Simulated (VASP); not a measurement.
A run of VASP 6.6.1 is set up as follows.

File INCAR:

```
SYSTEM = Ta
ALGO = Fast ; EDIFF = 1E-6
ENCUT = 520 ; GGA = PE
ISIF = 2 ; ISMEAR = 0
LASPH = .TRUE. ; LCHARG = .FALSE.
LREAL = .FALSE. ; LWAVE = .FALSE.
NBANDS = 18 ; NELM = 60
PREC = Accurate ; SIGMA = 0.1
```

The input KPOINTS:

```
k-points
0
G
  16 16 16
  0 0 0
```

POSCAR

```
Ta
1.0
    3.4518248868      0.0000000000      0.0000000000
    0.0000000000      3.2726781328      0.0000000000
    0.0000000000      0.0000000000      3.2726781328
Ta
2
Direct
    0.0000000000      0.0000000000      0.0000000000
    0.5000000000      0.5000000000      0.5000000000
```

Potentials or basis: VASP PAW PBE potentials, release 64 (Ta_pv).

Launch:

```bash
$ cat potpaw_PBE.64/Ta_pv/POTCAR > POTCAR
$ mpirun -np 1 vasp_std > vasp.out
```

What does it give for the band gap on the k mesh?

Zero (band 11 reaches 7.01 eV, above the bottom of band 12 at 4.16 eV).

What does it give for the pressure?

-1.7 GPa.

Stress tensor (GPa, compression positive):
```
-5.22  0.00  0.00
 0.00  0.06  0.00
 0.00  0.00  0.06
```

Caveat: the cell differs from its parent crystal (uniaxial strain along a: +4.0 %, then relaxed in part); spin-orbit coupling is left out, which moves the levels of the heavy elements.
